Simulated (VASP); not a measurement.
# AsRhF6 (P4/mmm) in VASP: single point with r2SCAN+rVV10

Aim: the single point of AsRhF6 with r2SCAN+rVV10.

Everything below comes from runs of VASP 6.6.1. Logs are shortened: lines on timing, memory, paths and dates and some standing lists are left out, and cuts for length are marked.

## (1) The cell of the first run

Symmetry: P4/mmm, No. 123, tetragonal system. The conventional cell has a = 3.347 Å, b = 3.347 Å, c = 6.823 Å, α = 90.00°, β = 90.00°, γ = 90.00°. Within 3.1 Å of As (site symmetry 4/mmm) lie 12 F at 2.36 to 2.37 Å. Within 3.1 Å of Rh (site symmetry 4/mmm) lie 12 F at 2.37 to 2.42 Å. Within 3.1 Å of F (site symmetry 4/mmm) lie 8 F at 2.36 Å and 4 As at 2.37 Å. F (site symmetry 4/mmm) has 4 Rh at 2.37 Å and 8 F at 2.42 Å within 3.1 Å. Within 3.1 Å of F (site symmetry 2mm) lie 2 As at 2.36 Å and 8 F at 2.36 to 2.42 Å and 2 Rh at 2.42 Å.

## (2) Single point, r2SCAN+rVV10

File POSCAR:

```
AsRhF6
1.0
    3.3468012070      0.0000000000      0.0000000000
    0.0000000000      3.3468012070      0.0000000000
    0.0000000000      0.0000000000      6.8231295841
As Rh F
1 1 6
Direct
    0.0000000000      0.0000000000      0.0000000000
    0.0000000000      0.0000000000      0.5000000000
    0.5000000000      0.5000000000      0.0000000000
    0.5000000000      0.5000000000      0.5000000000
    0.5000000000      0.0000000000      0.2442362024
    0.5000000000      0.0000000000      0.7557637976
    0.0000000000      0.5000000000      0.2442362024
    0.0000000000      0.5000000000      0.7557637976
```

File INCAR.step1:

```
PREC = Accurate
ENCUT = 520
ISMEAR = -1
SIGMA = 0.03
LREAL = False
LASPH = True
NELM = 80
NBANDS = 41
GGA = PE
ALGO = Normal
EDIFF = 1E-4
LWAVE = True
LCHARG = False
```

File INCAR.step2:

```
PREC = Accurate
ENCUT = 520
EDIFF = 1E-6
ISMEAR = -1
SIGMA = 0.03
LREAL = False
LASPH = True
NELM = 80
ALGO = Normal
ISIF = 2
LWAVE = False
LCHARG = False
METAGGA = R2SCAN
LMIXTAU = True
LUSE_VDW = True
IVDW_NL = 2
BPARAM = 11.95
CPARAM = 0.0093
NBANDS = 41
ISTART = 1
```

File KPOINTS:

```
Automatic mesh
0
Gamma
  8 8 4
```

Potentials or basis: VASP PAW PBE potentials, release 64 (As, Rh_pv, F).

Run with:

```bash
$ cat potpaw_PBE.64/As/POTCAR potpaw_PBE.64/Rh_pv/POTCAR potpaw_PBE.64/F/POTCAR > POTCAR
$ cp INCAR.step1 INCAR
$ mpirun -np 1 vasp_std > vasp.out
$ cp INCAR.step2 INCAR
$ mpirun -np 1 vasp_std > vasp.out
```

OUTCAR:

```text
PREC = Accurate
   ENCUT = 520
   EDIFF = 1E-6
   ISMEAR = -1
   LREAL = False
   LASPH = True
   NELM = 80
   ISIF = 2
   METAGGA = R2SCAN
   IVDW_NL = 2
   BPARAM = 11.95
   ISTART = 1

 ion  position               nearest neighbor table
   1  0.000  0.000  0.000-   5 2.36   6 2.36   7 2.36   8 2.36   7 2.36   8 2.36   5 2.36   6 2.36
                             3 2.37   3 2.37   3 2.37   3 2.37
   2  0.000  0.000  0.500-   4 2.37   4 2.37   4 2.37   4 2.37   8 2.42   5 2.42   7 2.42   8 2.42
                             6 2.42   5 2.42   6 2.42   7 2.42
   3  0.500  0.500  0.000-   1 2.37   1 2.37   1 2.37   1 2.37
   4  0.500  0.500  0.500-   2 2.37   2 2.37   2 2.37   2 2.37
   5  0.500  0.000  0.244-   1 2.36   1 2.36   2 2.42   2 2.42
   6  0.500  0.000  0.756-   1 2.36   1 2.36   2 2.42   2 2.42
   7  0.000  0.500  0.244-   1 2.36   1 2.36   2 2.42   2 2.42
   8  0.000  0.500  0.756-   1 2.36   1 2.36   2 2.42   2 2.42

  LATTYP: Found a simple tetragonal cell.
 ALAT       =     3.3468012070
 C/A-ratio  =     2.0387017818

  Lattice vectors:

 A1 = (   3.3468012070,   0.0000000000,   0.0000000000)
 A2 = (   0.0000000000,   3.3468012070,   0.0000000000)
 A3 = (   0.0000000000,   0.0000000000,   6.8231295841)

Analysis of symmetry for initial positions (statically):
=====================================================================
 Subroutine PRICEL returns:
 Original cell was already a primitive cell.

 Routine SETGRP: Setting up the symmetry group for a
 simple tetragonal supercell.

 Subroutine GETGRP returns: Found 16 space group operations
 (whereof 16 operations were pure point group operations)
 out of a pool of 16 trial point group operations.

The static configuration has the point symmetry D_4h.

Analysis of symmetry for dynamics (positions and initial velocities):
=====================================================================
 Subroutine PRICEL returns:
 Original cell was already a primitive cell.

 Routine SETGRP: Setting up the symmetry group for a
 simple tetragonal supercell.

 Subroutine GETGRP returns: Found 16 space group operations
 (whereof 16 operations were pure point group operations)
 out of a pool of 16 trial point group operations.

The dynamic configuration has the point symmetry D_4h.

 Subroutine INISYM returns: Found 16 space group operations
 (whereof 16 operations are pure point group operations),
 and found     1 'primitive' translations

----------------------------------------------------------------------------------------

                                     Primitive cell

  volume of cell :      76.4264

  direct lattice vectors                    reciprocal lattice vectors
     3.346801207  0.000000000  0.000000000     0.298792769  0.000000000  0.000000000
     0.000000000  3.346801207  0.000000000     0.000000000  0.298792769  0.000000000
     0.000000000  0.000000000  6.823129584     0.000000000  0.000000000  0.146560312

  length of vectors
     3.346801207  3.346801207  6.823129584     0.298792769  0.298792769  0.146560312

  position of ions in fractional coordinates (direct lattice)
     0.000000000  0.000000000  0.000000000
     0.000000000  0.000000000  0.500000000
     0.500000000  0.500000000  0.000000000
     0.500000000  0.500000000  0.500000000
     0.500000000  0.000000000  0.244236202
     0.500000000  0.000000000  0.755763798
     0.000000000  0.500000000  0.244236202
     0.000000000  0.500000000  0.755763798

  ion indices of the primitive-cell ions
   primitive index   ion index
                 1           1
                 2           2
                 3           3
                 4           4
                 5           5
                 6           6
                 7           7
                 8           8

----------------------------------------------------------------------------------------

 KPOINTS: Automatic mesh

Automatic generation of k-mesh.
 Grid dimensions read from file:
 generate k-points for:    8    8    4

 Generating k-lattice:

  Cartesian coordinates                     Fractional coordinates (reciprocal lattice)
     0.037349096  0.000000000  0.000000000     0.125000000  0.000000000  0.000000000
     0.000000000  0.037349096  0.000000000     0.000000000  0.125000000  0.000000000
     0.000000000  0.000000000  0.036640078     0.000000000  0.000000000  0.250000000

  Length of vectors
     0.037349096  0.037349096  0.036640078

  Shift w.r.t. Gamma in fractional coordinates (k-lattice)
     0.000000000  0.000000000  0.000000000

 Subroutine IBZKPT returns following result:
 ===========================================

 Found     45 irreducible k-points:

 Following reciprocal coordinates:
            Coordinates               Weight
  0.000000  0.000000  0.000000      1.000000
  0.125000  0.000000  0.000000      4.000000
  0.250000  0.000000  0.000000      4.000000
  0.375000  0.000000  0.000000      4.000000
  0.500000  0.000000  0.000000      2.000000
  0.125000  0.125000  0.000000      4.000000
[... 16 lines left out ...]
  0.375000  0.125000  0.250000     16.000000
  0.500000  0.125000  0.250000      8.000000
 [... further k-points ...]
   k-points           NKPTS =     45   k-points in BZ     NKDIM =     45   number of bands    NBANDS=     41
   number of dos      NEDOS =    301   number of ions     NIONS =      8
   total plane-waves  NPLWV =  42336
   dimension x,y,z NGX =    28 NGY =   28 NGZ =   54
   dimension x,y,z NGXF=    56 NGYF=   56 NGZF=  108
   ions per type =               1   1   6
   NGX,Y,Z   is equivalent  to a cutoff of  13.91, 13.91, 13.16 a.u.
   NGXF,Y,Z  is equivalent  to a cutoff of  27.82, 27.82, 26.31 a.u.
 SYSTEM =  unknown system
   PREC   = accura    normal or accurate (medium, high low for compatibility)
   ISTART =      1    job   : 0-new  1-cont  2-samecut
   ICHARG =      0    charge: 1-file 2-atom 10-const
   ISPIN  =      1    spin polarized calculation?
   LNONCOLLINEAR =      F non collinear calculations
   LSORBIT =      F    spin-orbit coupling
   LASPH  =      T    aspherical Exc in radial PAW
   ENCUT  =  520.0 eV  38.22 Ry    6.18 a.u.   6.22  6.22 12.69*2*pi/ulx,y,z
   NELM   =     80;   NELMIN=  2; NELMDL=  0     # of ELM steps
   EDIFF  = 0.1E-05   stopping-criterion for ELM
   LREAL  =      F    real-space projection
   EDIFFG = 0.1E-04   stopping-criterion for IOM
   NSW    =      0    number of steps for IOM
   IBRION =     -1    ionic relax: 0-MD 1-quasi-New 2-CG
   NFREE  =      0    steps in history (QN), initial steepest desc. (CG)
   ISIF   =      2    stress and relaxation
   ISYM   =      2    0-nonsym 1-usesym 2-fastsym
   POTIM  = 0.5000    time-step for ionic-motion
   TEBEG  =    0.0;   TEEND  =   0.0 temperature during run
   PSTRESS=    0.0 pullay stress
   NELECT =      62.0000    total number of electrons
   NUPDOWN=      -1.0000    fix difference up-down
   EMIN   =  10.00;   EMAX   =-10.00  energy-range for DOS
   EFERMI =   0.00;   METHOD = LEGACY
   ISMEAR =    -1;   SIGMA  =   0.03  broadening in eV -4-tet -1-fermi 0-gaus
   EFERMI_NEDOS =   21; number of points for ismear=-14 and -15
   IALGO  =     38    algorithm
   IMIX   =      4    mixing-type and parameters
     AMIX     =   0.40;   BMIX     =  1.00
     AMIX_MAG =   1.60;   BMIX_MAG =  1.00
  volume/ion in A,a.u.               =       9.55        64.47
  Fermi-wavevector in a.u.,A,eV,Ry     =   1.526831  2.885292 31.718068  2.331212
  Thomas-Fermi vector in A             =   2.634810
   LORBIT       =      0    0 simple, 1 ext, 2 COOP (PROOUT), +10 PAW based schemes
   METAGGA = R2SCAN    functional components
   LHFCALC =     F    Hartree Fock is set to
   AEXX    =    0.0000 exact exchange contribution
   IVDW_NL    =     2    kernel type
   BPARAM     =11.9500
   IVDW    =     0    specifies the selected vdW correction
   LEPSILON=     F    determine dielectric tensor
   LRPA    =     F    only Hartree local field effects (RPA)
 non-spin polarized calculation
  energy-cutoff  :      520.00
  volume of cell :       76.43
 maximum number of plane-waves:      2104
 NGX is ok and might be reduce to    28
   NGX = 13   NGY = 13   NGZ = 25

 number of electron      61.9999992 magnetization

 Free energy of the ion-electron system (eV)
  ---------------------------------------------------
  ext. energy  EPLUGINS =         0.00000000
  ---------------------------------------------------
  free energy    TOTEN  =       -62.07286397 eV

  energy without entropy =      -62.04003467  energy(sigma->0) =      -62.05644932

 E-fermi :   3.4762     XC(G=0): -12.6367

 val. band max:        3.4758294086   @ k =   0.3750   0.3750   0.5000
 cond. band min:       3.4801372532   @ k =   0.5000   0.3750   0.0000
 fundamental gap:      0.0043078446
 Fermi energy:         3.4762219227

 k-point     1 :       0.0000    0.0000    0.0000
  band No.  band energies     occupation
      1     -44.4424      2.00000
      2     -44.3567      2.00000
      3     -44.3567      2.00000
      4     -20.9353      2.00000
      5     -19.9859      2.00000
      6     -19.7440      2.00000
[... 33 lines left out ...]
     40      18.1848      0.00000
     41      20.3569      0.00000

 k-point     2 :       0.1250    0.0000    0.0000
  band No.  band energies     occupation
      1     -44.4419      2.00000
      2     -44.3617      2.00000
      3     -44.3563      2.00000
      4     -20.8541      2.00000
      5     -19.9267      2.00000
      6     -19.7210      2.00000
[... 33 lines left out ...]
     40      18.0423      0.00000
     41      20.4794      0.00000

 k-point     3 :       0.2500    0.0000    0.0000
  band No.  band energies     occupation
      1     -44.4406      2.00000
      2     -44.3738      2.00000
      3     -44.3552      2.00000
      4     -20.6269      2.00000
      5     -19.7578      2.00000
      6     -19.6644      2.00000
[... 875 lines left out ...]
      2     -44.3851      2.00000
      3     -44.3589      2.00000
      4     -20.2001      2.00000
      5     -19.8061      2.00000
      6     -19.3001      2.00000
[... 33 lines left out ...]
     40      18.7422      0.00000
     41      20.3059      0.00000

 k-point    24 :       0.5000    0.1250    0.2500
  band No.  band energies     occupation
      1     -44.4384      2.00000
      2     -44.3901      2.00000
      3     -44.3584      2.00000
      4     -20.0246      2.00000
      5     -19.6757      2.00000
      6     -19.3156      2.00000
[... 33 lines left out ...]
     40      19.0613      0.00000
     41      20.2947      0.00000

 [... further k-points ...]

------------------------ aborting loop because EDIFF is reached ----------------------------------------

  FORCE on cell =-STRESS in cart. coord.  units (eV):
  Direction    XX          YY          ZZ          XY          YZ          ZX
  --------------------------------------------------------------------------------------
  -------------------------------------------------------------------------------------
  Total       -0.1898789     -0.1898789     -0.1984470      0.0000000      0.0000000      0.0000000
  in kB       -3.9805575     -3.9805575     -4.1601753      0.0000000      0.0000000      0.0000000
  external PRESSURE =      -4.0404301 kB  Pullay stress =       0.0000000 kB

 VOLUME and BASIS-vectors are now :
 -----------------------------------------------------------------------------
  energy-cutoff  :      520.00
  volume of cell :       76.43
      direct lattice vectors                 reciprocal lattice vectors
     3.346801207  0.000000000  0.000000000     0.298792769  0.000000000  0.000000000
     0.000000000  3.346801207  0.000000000     0.000000000  0.298792769  0.000000000
     0.000000000  0.000000000  6.823129584     0.000000000  0.000000000  0.146560312

 POSITION                                       TOTAL-FORCE (eV/Angst)
 -----------------------------------------------------------------------------------
      0.00000      0.00000      0.00000         0.000000     -0.000000      0.000000
      0.00000      0.00000      3.41156         0.000000     -0.000000      0.000000
      1.67340      1.67340      0.00000         0.000000     -0.000000      0.000000
      1.67340      1.67340      3.41156         0.000000     -0.000000      0.000000
      1.67340      0.00000      1.66646         0.000000     -0.000000     -0.017413
      1.67340      0.00000      5.15667         0.000000     -0.000000      0.017413
      0.00000      1.67340      1.66646         0.000000     -0.000000     -0.017413
      0.00000      1.67340      5.15667         0.000000      0.000000      0.017413
 -----------------------------------------------------------------------------------
    total drift:                                0.000000      0.000000      0.000000

  FREE ENERGIE OF THE ION-ELECTRON SYSTEM (eV)
  ---------------------------------------------------
  free  energy   TOTEN  =       -62.0728639710 eV

  energy  without entropy=      -62.0400346698  energy(sigma->0) =      -62.05644932
```

It took 7.4 min on 1 thread of AMD EPYC 7R13 (Zen 3), shared host; peak memory 0.41 GiB.

What came out:

```
Free energy            : -62.0729 eV
Pressure               : -0.4 GPa
Largest force          : 0.017 eV/Å
Band gap on the k mesh : zero (bands 31 and 32 overlap by 0.43 eV)
```

Forces on the atoms (eV/Å):
```
As   0.000  0.000  0.000
Rh   0.000  0.000  0.000
F    0.000  0.000  0.000
F    0.000  0.000  0.000
F    0.000  0.000 -0.017
F    0.000  0.000  0.017
F    0.000  0.000 -0.017
F    0.000  0.000  0.017
```

Caveat: the PAW data sets were made with another functional, which shifts forces and pressure a little.
